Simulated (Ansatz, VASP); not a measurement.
# ZnS in VASP and in Ansatz

```xyz
2
Lattice="-0.0272 2.7216 2.7216 2.6943 0.0000 2.6943 2.7216 2.7216 -0.0272" Properties=species:S:1:pos:R:3 pbc="T T T"
Zn    0.0000    0.0000    0.0000
S     4.0415    4.0823    4.0415
```

Change from the starting cell: strain -0.0200 x Voigt [0, 0, 0, 0, 1, 0], atoms carried along.

Alike in both runs: task single point; functional PBE; k mesh 8 × 8 × 8; occupations gaussian, width 0.05 eV; no spin polarisation.

|  | VASP | Ansatz |
| --- | --- | --- |
| version | VASP 6.6.1 | Ansatz 0.2.0 |
| potentials or method | VASP PAW PBE potentials, release 64 (Zn, S), cutoff 520 eV | scalar-relativistic, plane waves, PAW |
| valence electrons in the cell | 18 | 18 |

VASP gave:

- gap on the k mesh at the Fermi level (eV): 1.98
- least direct gap on the mesh (eV): 1.98
- pressure (GPa): 0.2
- traceless stress, the component that is largest in VASP (GPa): 1.29
- rms of the force components (eV/Å): 0.058

Problem. Which values does Ansatz return?

Solution. gap on the k mesh at the Fermi level (eV): 1.98; least direct gap on the mesh (eV): 1.98; pressure (GPa): 0.1; traceless stress, the component that is largest in VASP (GPa): 1.28; rms of the force components (eV/Å): 0.057.

Atom by atom the forces differ by 0.001 eV/Å (rms over components).
